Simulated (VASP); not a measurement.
# AlN: single point with r2SCAN

The system is AlN.

```xyz
4
Lattice="3.1999 0.0000 0.0000 -1.5999 2.6905 0.0000 0.0000 0.0000 4.9786" Properties=species:S:1:pos:R:3 pbc="T T T"
Al    0.0000    1.7896   -0.0222
Al    1.5999    0.9009    2.4671
N     0.0000    1.7789    1.8892
N     1.5999    0.9116    4.3785
```

This cell differs from its parent crystal: uniaxial x strain +3.0%.

```yaml
Program: VASP 6.6.1
Task: single point
Functional: r2SCAN
Potentials_or_basis: VASP PAW PBE potentials, release 64 (Al, N)
Cutoff: 520 eV
k_mesh: 12 × 12 × 6
Occupations: gaussian, width 0.01 eV
Spin: no spin polarisation
Dipole_correction: no
Further_INCAR_settings: ALGO = Normal; EDIFF = 1e-07; NBANDS = 16
```

* Pressure: -6.5 GPa
* Band gap on the k mesh: 4.57 eV, direct

Forces in eV/Å, atoms in the order of the input:
```
Al   0.000 -0.001 -0.002
Al   0.000  0.001 -0.002
N    0.000 -0.001  0.002
N    0.000  0.001  0.002
```

Stress tensor (GPa, compression positive):
```
-11.86   0.00   0.00
  0.00  -4.28   0.00
  0.00   0.00  -3.35
```

Levels at points of the mesh, in eV from the valence-band top:
```csv
k point,band 5,band 6,band 7,band 8,band 9,band 10,band 11,band 12
"(0.00, 0.00, 0.00)",-0.90,-0.41,-0.24,0.00,4.57,7.02,11.30,11.35
"(0.50, 0.00, 0.00)",-3.42,-2.14,-1.82,-0.69,6.43,6.47,8.79,10.90
"(0.00, 0.50, 0.00)",-3.33,-2.47,-1.72,-0.95,6.03,6.28,8.49,11.05
"(0.00, 0.00, 0.50)",-0.79,-0.79,-0.58,-0.58,6.85,6.85,11.01,11.01
"(0.50, 0.00, 0.50)",-1.49,-1.49,-1.38,-1.38,5.88,5.88,9.95,9.95
"(0.00, 0.50, 0.50)",-1.79,-1.79,-1.39,-1.39,5.80,5.80,9.77,9.77
```

Wall time 4.4 min on 1 thread of Intel(R) Xeon(R) Platinum 8259CL CPU @ 2.50GHz (Skylake/Cascade Lake) (shared host), peak memory 0.23 GiB.

Caveat: the cell differs from its parent crystal (uniaxial x strain +3.0%); the PAW data sets were made with another functional, which shifts forces and pressure a little. A k mesh can miss the band edges.
